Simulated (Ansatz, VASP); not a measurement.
Two plane-wave programs on BeS

INCAR

```
ALGO     = Normal         # electronic algorithm
EDIFF    = 1E-7           # SCF threshold, eV
EDIFFG   = -0.002         # ionic threshold
ENCUT    = 600            # plane-wave cutoff, eV
GGA      = PS             # functional
GGA_COMPAT= False        
IBRION   = 2              # ionic algorithm
ISIF     = 3              # what is computed and relaxed
ISMEAR   = 0              # smearing method
LASPH    = True           # aspherical terms in the spheres
LCHARG   = False          # write CHGCAR
LREAL    = False          # projectors in reciprocal space
LWAVE    = False          # write WAVECAR
NELM     = 120            # most SCF steps
NELMIN   = 4            
NSW      = 100            # ionic steps
PREC     = Accurate       # precision mode
SIGMA    = 0.02           # smearing width, eV
```

KPOINTS

```
k-points
0
Gamma
  8 8 8
```

Contents of POSCAR:

```
BeS
1.0
    0.0000000000      2.4200000000      2.4200000000
    2.4200000000      0.0000000000      2.4200000000
    2.4200000000      2.4200000000      0.0000000000
Be S
1 1
Direct
    0.0000000000      0.0000000000      0.0000000000
    0.2500000000      0.2500000000      0.2500000000
```

Input for Ansatz:

```yaml
crystal:
  lattice:
    - [0.0, 2.42, 2.42]
    - [2.42, 0.0, 2.42]
    - [2.42, 2.42, 0.0]
  atoms:
    - { symbol: Be, position: [0.0, 0.0, 0.0] }
    - { symbol: S, position: [0.25, 0.25, 0.25] }
basis:
  ecutwfc: 420
kpoints:
  mp_grid: { grid: [8, 8, 8] }
hamiltonian:
  xc: pbesol
  pseudopotentials: { kind: paw, azcp: { folder: soft_1 } }
scf:
  occupations: { method: gaussian, width: 0.02 }
output:
  forces: true
  stress: true
  eigenvalues: true
  write_density: true
  write_potential: true
  elf: true
  volumetric_format: npy
relax:
  adjacent_minimum: "off"
  f_tol: 0.002
  max_steps: 80
  cell: { stress_tol: 0.02 }
```

Alike in both runs: task relaxation of cell and atoms; functional PBEsol; k mesh 8 × 8 × 8; occupations gaussian, width 0.02 eV; no spin polarisation.

|  | VASP | Ansatz |
| --- | --- | --- |
| version | VASP 6.6.1 | Ansatz 0.2.0 |
| potentials or method | VASP PAW PBE potentials, release 64 (Be, S), cutoff 600 eV | scalar-relativistic, plane waves, PAW |
| valence electrons in the cell | 8 | 8 |

VASP gave:

| Quantity | Value |
| --- | --- |
| gap on the k mesh at the Fermi level, each at its own relaxed structure (eV) | 2.92 |
| relaxed volume (Å³/atom) | 14.19 |
| relaxed cell length with the largest relative difference (Å) | 3.423 |

Task: Which values does Ansatz return?

Result: gap on the k mesh at the Fermi level, each at its own relaxed structure (eV): 2.91; relaxed volume (Å³/atom): 14.15; relaxed cell length with the largest relative difference (Å): 3.421.

VASP's potentials were made for PBE, not for PBEsol, and Ansatz warns of the same on its side.
